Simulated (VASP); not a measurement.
Crystal: MgO2.

```
Mg O
1.0
     1.57848    0.91134    3.46190
    -1.57848    0.91134    3.46190
     0.00000   -1.82267    3.46190
Mg O
1 2
Cartesian
  0.0000 0.0000 0.0000
  0.0000 0.0000 4.4567
  0.0000 0.0000 5.9290
```

Base run:

| Property | Result |
| --- | --- |
| Program | VASP 6.6.1 |
| Functional | r2SCAN |
| Potentials or basis | VASP PAW PBE potentials, release 64 (Mg, O) |
| Cutoff | 520 eV |
| k mesh | 6 × 6 × 6 |
| Occupations | gaussian, width 0.01 eV |
| Spin | no spin polarisation |

Its results: band gap on the k mesh 3.13 eV, direct; pressure -0.3 GPa; largest force 0.291 eV/Å.

Problem. The run is repeated on the same cell with these changes: potentials or basis from VASP PAW PBE potentials, release 64 (Mg, O) to VASP PAW PBE potentials, release 64 (Mg_sv, O); cutoff from 520 eV to 660 eV; further incar settings from ALGO = Normal; EDIFF = 1e-07; NBANDS = 14 to ALGO = Normal; EDIFF = 1e-06; NBANDS = 18; valence electrons from 14 to 22. What comes out?

Solution. Band gap on the k mesh 3.14 eV, direct; pressure 0.1 GPa; largest force 0.209 eV/Å.

Caveats: the PAW data sets were made with another functional, which shifts forces and pressure a little.

A k mesh can miss the band edges.
